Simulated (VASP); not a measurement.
# Zn (P6_3/mmc) in VASP: notebook

The runs below take Zn through single point, with PBEsol.

Everything below comes from runs of VASP 6.6.1. Logs are shortened: lines on timing, memory, paths and dates and some standing lists are left out, and cuts for length are marked.

## 1. The cell of the first run

The structure is hexagonal, space group P6_3/mmc (No. 194). Conventional cell: a = 2.585 Å, b = 2.585 Å, c = 4.947 Å, α = 90.00°, β = 90.00°, γ = 120.00°. Zn (site symmetry -6m2) has 12 Zn at 2.58 to 2.89 Å within 3.4 Å.

## 2. Single point, PBEsol (strain -0.0300 x Voigt [1, 1, 0, 0, 0, 0])

The input, INCAR:

```
SYSTEM = Zn
PREC = Accurate ; ENCUT = 520
EDIFF = 1E-6 ; ISMEAR = 0
SIGMA = 0.15 ; LREAL = .False.
LASPH = .True. ; NELM = 60
ALGO = Fast ; ISIF = 2
LWAVE = .False. ; LCHARG = .True.
GGA = PS ; LELF = .True.
LVHAR = .True. ; NBANDS = 19
```

The input, KPOINTS:

```
regular mesh
0
Gamma
  24 24 10
  0 0 0
```

The input, POSCAR:

```
Zn
1.0
    2.5848541116      0.0000000000      0.0000000000
   -1.2924270558      2.2385493257      0.0000000000
    0.0000000000      0.0000000000      4.9467000000
Zn
2
Direct
    0.3333333333      0.6666666667      0.2500000000
    0.6666666667      0.3333333333      0.7500000000
```

Potentials or basis: VASP PAW PBE potentials, release 64 (Zn).

Command:

```bash
> cat potpaw_PBE.64/Zn/POTCAR > POTCAR
> mpirun -np 1 vasp_std > vasp.out
```

OUTCAR:

```text
SYSTEM = Zn
   PREC = Accurate
   ENCUT = 520
   EDIFF = 1E-6
   ISMEAR = 0
   LREAL = .False.
   LASPH = .True.
   NELM = 60
   ISIF = 2
   GGA = PS

 ion  position               nearest neighbor table
   1  0.333  0.667  0.250-   2 2.89   2 2.89   2 2.89   2 2.89   2 2.89   2 2.89
   2  0.667  0.333  0.750-   1 2.89   1 2.89   1 2.89   1 2.89   1 2.89   1 2.89

  LATTYP: Found a hexagonal cell.
 ALAT       =     2.5848541116
 C/A-ratio  =     1.9137250253

  Lattice vectors:

 A1 = (   2.5848541116,   0.0000000000,   0.0000000000)
 A2 = (  -1.2924270558,   2.2385493257,   0.0000000000)
 A3 = (   0.0000000000,   0.0000000000,   4.9467000000)

Analysis of symmetry for initial positions (statically):
=====================================================================
 Subroutine PRICEL returns:
 Original cell was already a primitive cell.

 Routine SETGRP: Setting up the symmetry group for a
 hexagonal supercell.

 Subroutine GETGRP returns: Found 24 space group operations
 (whereof 12 operations were pure point group operations)
 out of a pool of 24 trial point group operations.

The static configuration has the point symmetry D_3d.
 The point group associated with its full space group is D_6h.

Analysis of symmetry for dynamics (positions and initial velocities):
=====================================================================
 Subroutine PRICEL returns:
 Original cell was already a primitive cell.

 Routine SETGRP: Setting up the symmetry group for a
 hexagonal supercell.

 Subroutine GETGRP returns: Found 24 space group operations
 (whereof 12 operations were pure point group operations)
 out of a pool of 24 trial point group operations.

The dynamic configuration has the point symmetry D_3d.
 The point group associated with its full space group is D_6h.

 Subroutine INISYM returns: Found 24 space group operations
 (whereof 12 operations are pure point group operations),
 and found     1 'primitive' translations

----------------------------------------------------------------------------------------

                                     Primitive cell

  volume of cell :      28.6232

  direct lattice vectors                    reciprocal lattice vectors
     2.584854112  0.000000000  0.000000000     0.386869029  0.223358938  0.000000000
    -1.292427056  2.238549326  0.000000000     0.000000000  0.446717876  0.000000000
     0.000000000  0.000000000  4.946700000     0.000000000  0.000000000  0.202154972

[... 82 lines left out ...]
   NELM   =     60;   NELMIN=  2; NELMDL= -5     # of ELM steps
   EDIFF  = 0.1E-05   stopping-criterion for ELM
   LREAL  =      F    real-space projection
   EDIFFG = 0.1E-04   stopping-criterion for IOM
   NSW    =      0    number of steps for IOM
   IBRION =     -1    ionic relax: 0-MD 1-quasi-New 2-CG
   NFREE  =      0    steps in history (QN), initial steepest desc. (CG)
   ISIF   =      2    stress and relaxation
   ISYM   =      2    0-nonsym 1-usesym 2-fastsym
   POTIM  = 0.5000    time-step for ionic-motion
   TEBEG  =    0.0;   TEEND  =   0.0 temperature during run
   PSTRESS=    0.0 pullay stress
   NELECT =      24.0000    total number of electrons
   NUPDOWN=      -1.0000    fix difference up-down
   EMIN   =  10.00;   EMAX   =-10.00  energy-range for DOS
   EFERMI =   0.00;   METHOD = LEGACY
   ISMEAR =     0;   SIGMA  =   0.15  broadening in eV -4-tet -1-fermi 0-gaus
   EFERMI_NEDOS =   21; number of points for ismear=-14 and -15
   IALGO  =     68    algorithm
   IMIX   =      4    mixing-type and parameters
     AMIX     =   0.40;   BMIX     =  1.00
     AMIX_MAG =   1.60;   BMIX_MAG =  1.00
  volume/ion in A,a.u.               =      14.31        96.58
  Fermi-wavevector in a.u.,A,eV,Ry     =   1.543734  2.917234 32.424246  2.383115
  Thomas-Fermi vector in A             =   2.649355
   LORBIT       =      0    0 simple, 1 ext, 2 COOP (PROOUT), +10 PAW based schemes
   GGA     = PS    functional components
   LHFCALC =     F    Hartree Fock is set to
   AEXX    =    0.0000 exact exchange contribution
   IVDW    =     0    specifies the selected vdW correction
   LEPSILON=     F    determine dielectric tensor
   LRPA    =     F    only Hartree local field effects (RPA)
 non-spin polarized calculation
 RMM-DIIS sequential band-by-band and
 Gauss-broadening in eV      SIGMA  =   0.15
  energy-cutoff  :      520.00
  volume of cell :       28.62
 maximum number of plane-waves:       787
 NGX is ok and might be reduce to    20
   NGX =  9   NGY =  9   NGZ = 19

 number of electron      24.0000011 magnetization

 Free energy of the ion-electron system (eV)
  ---------------------------------------------------
  ext. energy  EPLUGINS =         0.00000000
  ---------------------------------------------------
  free energy    TOTEN  =        -3.17140851 eV

  energy without entropy =       -3.16787732  energy(sigma->0) =       -3.16964292

 E-fermi :   3.2708     XC(G=0): -12.0164

 val. band max:        3.2508101011   @ k =   0.3750   0.0417   0.0000
 cond. band min:       3.2879066279   @ k =   0.2917   0.2917   0.4000
 fundamental gap:      0.0370965268
 Fermi energy:         3.2708362385

 k-point     1 :       0.0000    0.0000    0.0000
  band No.  band energies     occupation
      1      -7.5413      2.00000
      2      -5.5806      2.00000
      3      -4.7555      2.00000
      4      -4.4568      2.00000
      5      -4.4568      2.00000
      6      -4.4078      2.00000
[... 505 lines left out ...]
      6      -4.2515      2.00000
[... 11 lines left out ...]
     18      19.1200      0.00000
     19      19.4260      0.00000

 [... further k-points ...]

------------------------ aborting loop because EDIFF is reached ----------------------------------------

  FORCE on cell =-STRESS in cart. coord.  units (eV):
  Direction    XX          YY          ZZ          XY          YZ          ZX
  --------------------------------------------------------------------------------------
  -------------------------------------------------------------------------------------
  Total        0.2791776      0.2791776     -0.0216903      0.0000000      0.0000000      0.0000000
  in kB       15.6269022     15.6269022     -1.2141120      0.0000000      0.0000000      0.0000000
  external PRESSURE =      10.0132308 kB  Pullay stress =       0.0000000 kB

 VOLUME and BASIS-vectors are now :
 -----------------------------------------------------------------------------
  energy-cutoff  :      520.00
  volume of cell :       28.62
      direct lattice vectors                 reciprocal lattice vectors
     2.584854112  0.000000000  0.000000000     0.386869029  0.223358938  0.000000000
    -1.292427056  2.238549326  0.000000000     0.000000000  0.446717876  0.000000000
     0.000000000  0.000000000  4.946700000     0.000000000  0.000000000  0.202154972

 POSITION                                       TOTAL-FORCE (eV/Angst)
 -----------------------------------------------------------------------------------
     -0.00000      1.49237      1.23667         0.000000      0.000000      0.000000
      1.29243      0.74618      3.71002        -0.000000     -0.000000      0.000000
 -----------------------------------------------------------------------------------
    total drift:                                0.000000     -0.000000      0.000000

  FREE ENERGIE OF THE ION-ELECTRON SYSTEM (eV)
  ---------------------------------------------------
  free  energy   TOTEN  =        -3.1714085119 eV

  energy  without entropy=       -3.1678773203  energy(sigma->0) =       -3.16964292
```

OSZICAR:

```text
N       E                     dE             d eps       ncg     rms          rms(c)
DAV:   1     0.111360393384E+03    0.11136E+03   -0.12271E+04 14508   0.202E+03
DAV:   2     0.154780756840E+01   -0.10981E+03   -0.10594E+03 13979   0.296E+02
DAV:   3    -0.347647231734E+01   -0.50243E+01   -0.50039E+01 15474   0.699E+01
DAV:   4    -0.350447198517E+01   -0.28000E-01   -0.27993E-01 15231   0.533E+00
DAV:   5    -0.350450487045E+01   -0.32885E-04   -0.32885E-04 15185   0.167E-01    0.478E+00
RMM:   6    -0.319486310307E+01    0.30964E+00   -0.11270E+00 16159   0.127E+01    0.344E+00
RMM:   7    -0.318018364777E+01    0.14679E-01   -0.36067E-02 16669   0.267E+00    0.172E+00
RMM:   8    -0.317155108628E+01    0.86326E-02   -0.65256E-03 16134   0.639E-01    0.144E-01
RMM:   9    -0.317143412927E+01    0.11696E-03   -0.17937E-03 17068   0.601E-01    0.893E-02
RMM:  10    -0.317140739890E+01    0.26730E-04   -0.13586E-04 16855   0.115E-01    0.730E-03
RMM:  11    -0.317140837569E+01   -0.97679E-06   -0.12652E-05 16287   0.345E-02    0.494E-03
RMM:  12    -0.317140851194E+01   -0.13625E-06   -0.35547E-06 13412   0.232E-02
   1 F= -.31714085E+01 E0= -.31696429E+01  d E =-.353119E-02
```

Run time: 3.7 min. Hardware: 1 thread of Intel Xeon 8259CL, shared host; peak memory 0.27 GiB.

What came out:

```
Free energy            : -3.1714 eV
Pressure               : 1.0 GPa
Band gap on the k mesh : zero (bands 12 and 13 overlap by 4.88 eV)
```

Levels at points of the mesh, in eV from the Fermi level:
```
           k point  band 10  band 11  band 12  band 13  band 14  band 15
(0.00, 0.00, 0.00)    -7.06    -7.06    -3.99    -3.23    13.23    17.13
(0.50, 0.00, 0.00)    -6.81    -2.83    -1.95     2.69     3.71     4.42
(0.00, 0.00, 0.50)    -7.14    -7.14    -7.14     4.30     4.30    20.29
(0.50, 0.00, 0.50)    -6.82    -1.91    -1.91     0.49     0.49    10.23
```

Caveat: the cell differs from its parent crystal (strain -0.0300 x Voigt [1, 1, 0, 0, 0, 0]); the PAW data sets were made with another functional, which shifts forces and pressure a little.

## 3. Single point, PBEsol (strain -0.0150 x Voigt [1, 1, 0, 0, 0, 0])

The input, INCAR:

```
PREC = Accurate ; ENCUT = 520
EDIFF = 1E-6 ; ISMEAR = 0
SIGMA = 0.15 ; LREAL = F
LASPH = T ; NELM = 100
ALGO = Fast ; ISIF = 2
LWAVE = F ; LCHARG = F
GGA = PS ; NBANDS = 19
```

The input, KPOINTS:

```
Automatic mesh
0
Gamma
  24 24 10
```

The input, POSCAR:

```
Zn
1.0
    2.6248260824      0.0000000000      0.0000000000
   -1.3124130412      2.2731660679      0.0000000000
    0.0000000000      0.0000000000      4.9467000000
Zn
2
Direct
    0.3333333333      0.6666666667      0.2500000000
    0.6666666667      0.3333333333      0.7500000000
```

Potentials or basis: VASP PAW PBE potentials, release 64 (Zn).

Command:

```bash
> cat potpaw_PBE.64/Zn/POTCAR > POTCAR
> mpirun -np 1 vasp_std > vasp.out
```

Wall time 3.8 min (1 thread of Intel Xeon 8259CL, shared host); peak memory 0.27 GiB.

Results (log left out):

* Free energy: -3.1662 eV
* Pressure: -2.2 GPa
* Band gap on the k mesh: zero (bands 12 and 13 overlap by 4.68 eV)

Stress tensor (GPa, compression positive):
```
-2.50  0.00  0.00
 0.00 -2.50  0.00
 0.00  0.00 -1.52
```

Levels at points of the mesh, in eV from the Fermi level:
```
           k point  band 10  band 11  band 12  band 13  band 14  band 15
(0.00, 0.00, 0.00)    -7.06    -7.06    -3.82    -3.13    13.42    17.19
(0.50, 0.00, 0.00)    -6.84    -2.84    -2.06     2.64     3.62     4.24
(0.00, 0.00, 0.50)    -7.14    -7.14    -7.14     4.44     4.44    19.47
(0.50, 0.00, 0.50)    -6.85    -1.89    -1.89     0.29     0.29    10.17
```

Caveat: the cell differs from its parent crystal (strain -0.0150 x Voigt [1, 1, 0, 0, 0, 0]); the PAW data sets were made with another functional, which shifts forces and pressure a little.

## 4. Single point, PBEsol (strain +0.0150 x Voigt [1, 1, 0, 0, 0, 0])

The input, INCAR:

```
  ALGO = Fast
  EDIFF = 1E-7
  ENCUT = 520
  GGA = PS
  ISIF = 2
  ISMEAR = 0
  LASPH = T
  LCHARG = T
  LELF = T
  LREAL = F
  LVHAR = T
  LWAVE = F
  NBANDS = 19
  NELM = 100
  PREC = Accurate
  SIGMA = 0.15
```

The input, KPOINTS:

```
k-points
0
Gamma
  24 24 10
```

The input, POSCAR:

```
Zn
1.0
    2.7047700240      0.0000000000      0.0000000000
   -1.3523850120      2.3423995522      0.0000000000
    0.0000000000      0.0000000000      4.9467000000
Zn
2
Direct
    0.3333333333      0.6666666667      0.2500000000
    0.6666666667      0.3333333333      0.7500000000
```

Command:

```bash
> cat potpaw_PBE.64/Zn/POTCAR > POTCAR
> mpirun -np 1 vasp_std > vasp.out
```

It took 3.9 min on 1 thread of Intel Xeon 8259CL, shared host; peak memory 0.28 GiB.

It converged, with:

```yaml
Free_energy: -3.0998 eV
Pressure: -6.7 GPa
Band_gap_on_the_k_mesh: zero (bands 12 and 13 overlap by 4.23 eV)
```

Stress tensor (GPa, compression positive):
```
-7.88  0.00  0.00
 0.00 -7.88  0.00
 0.00  0.00 -4.45
```

Levels at points of the mesh, in eV from the Fermi level:
| k point | band 8 | band 9 | band 10 | band 11 | band 12 | band 13 | band 14 | band 15 | band 16 | band 17 |
| --- | --- | --- | --- | --- | --- | --- | --- | --- | --- | --- |
| (0.00, 0.00, 0.00) | -7.26 | -7.26 | -7.05 | -7.05 | -3.47 | -2.93 | 13.79 | 16.66 | 16.66 | 17.28 |
| (0.50, 0.00, 0.00) | -7.05 | -6.89 | -6.87 | -2.85 | -2.27 | 2.60 | 3.45 | 3.94 | 5.61 | 9.67 |
| (0.00, 0.00, 0.50) | -7.52 | -7.14 | -7.14 | -7.14 | -7.14 | 4.73 | 4.73 | 17.94 | 17.94 | 17.94 |
| (0.50, 0.00, 0.50) | -7.07 | -6.88 | -6.88 | -1.85 | -1.85 | -0.05 | -0.05 | 10.07 | 10.07 | 11.48 |

Caveat: the cell differs from its parent crystal (strain +0.0150 x Voigt [1, 1, 0, 0, 0, 0]); the cell stands under tension; the PAW data sets were made with another functional, which shifts forces and pressure a little.

## 5. Single point, PBEsol (strain +0.0300 x Voigt [1, 1, 0, 0, 0, 0])

The input, INCAR:

```
SYSTEM = Zn
ALGO     = Fast           ! electronic algorithm
EDIFF    = 1E-6           ! SCF threshold, eV
ENCUT    = 520            ! plane-wave cutoff, eV
GGA      = PS             ! functional
ISIF     = 2              ! what is computed and relaxed
ISMEAR   = 0              ! smearing method
LASPH    = .True.         ! aspherical terms in the spheres
LCHARG   = .True.         ! write CHGCAR
LELF     = .True.         ! ELF
LREAL    = .False.        ! projectors in reciprocal space
LVHAR    = .True.       
LWAVE    = .False.        ! write WAVECAR
NBANDS   = 19             ! bands
NELM     = 80             ! most SCF steps
PREC     = Accurate       ! precision mode
SIGMA    = 0.15           ! smearing width, eV
```

The input, KPOINTS:

```
k-points
0
Gamma
  24 24 10
  0 0 0
```

The input, POSCAR:

```
Zn
1.0
    2.7447419948      0.0000000000      0.0000000000
   -1.3723709974      2.3770162943      0.0000000000
    0.0000000000      0.0000000000      4.9467000000
Zn
2
Direct
    0.3333333333      0.6666666667      0.2500000000
    0.6666666667      0.3333333333      0.7500000000
```

Command:

```bash
> cat potpaw_PBE.64/Zn/POTCAR > POTCAR
> mpirun -np 1 vasp_std > vasp.out
```

It took 3.4 min on 1 thread of Intel Xeon 8259CL, shared host; peak memory 0.28 GiB.

The run converged. Its results:

* Free energy: -3.0484 eV
* Pressure: -8.3 GPa
* Band gap on the k mesh: zero (bands 12 and 13 overlap by 4.16 eV)

Stress tensor (GPa, compression positive):
```
-9.30  0.00  0.00
 0.00 -9.30  0.00
 0.00  0.00 -6.29
```

Levels at points of the mesh, in eV from the Fermi level:
```
           k point  band 10  band 11  band 12  band 13  band 14  band 15
(0.00, 0.00, 0.00)    -7.01    -7.01    -3.28    -2.79    13.99    16.00
(0.50, 0.00, 0.00)    -6.85    -2.81    -2.34     2.62     3.41     3.84
(0.00, 0.00, 0.50)    -7.10    -7.10    -7.10     4.90     4.90    17.27
(0.50, 0.00, 0.50)    -6.86    -1.79    -1.79    -0.17    -0.17    10.05
```

Caveat: the cell differs from its parent crystal (strain +0.0300 x Voigt [1, 1, 0, 0, 0, 0]); the cell stands under tension; the PAW data sets were made with another functional, which shifts forces and pressure a little.

## 6. Summary

```csv
cell,further INCAR settings,gap on the mesh (eV),pressure (GPa)
"a = 2.585, b = 2.585, c = 4.947 Å, angles 90.0, 90.0, 120.0°, 2 atoms",ALGO = Fast; EDIFF = 1e-06; NBANDS = 19,none,1.0
"a = 2.625, b = 2.625, c = 4.947 Å, angles 90.0, 90.0, 120.0°, 2 atoms",ALGO = Fast; EDIFF = 1e-06; NBANDS = 19,none,-2.2
"a = 2.705, b = 2.705, c = 4.947 Å, angles 90.0, 90.0, 120.0°, 2 atoms",ALGO = Fast; EDIFF = 1e-07; NBANDS = 19,none,-6.7
"a = 2.745, b = 2.745, c = 4.947 Å, angles 90.0, 90.0, 120.0°, 2 atoms",ALGO = Fast; EDIFF = 1e-06; NBANDS = 19,none,-8.3
```

Alike in all rows: task single point; level PBEsol; potentials or basis VASP PAW PBE potentials, release 64 (Zn); no spin polarisation; k mesh 24 × 24 × 10; cutoff (eV) 520; smearing gaussian 0.15 eV.

Caveats: the PAW data sets were made with another functional, which shifts forces and pressure a little; the cell stands under tension (at least some runs).

Total energies depend on the potentials used, so only differences within one code and one set of settings carry meaning.

The gap in the log of VASP goes by the Fermi energy; the results here count the filled bands.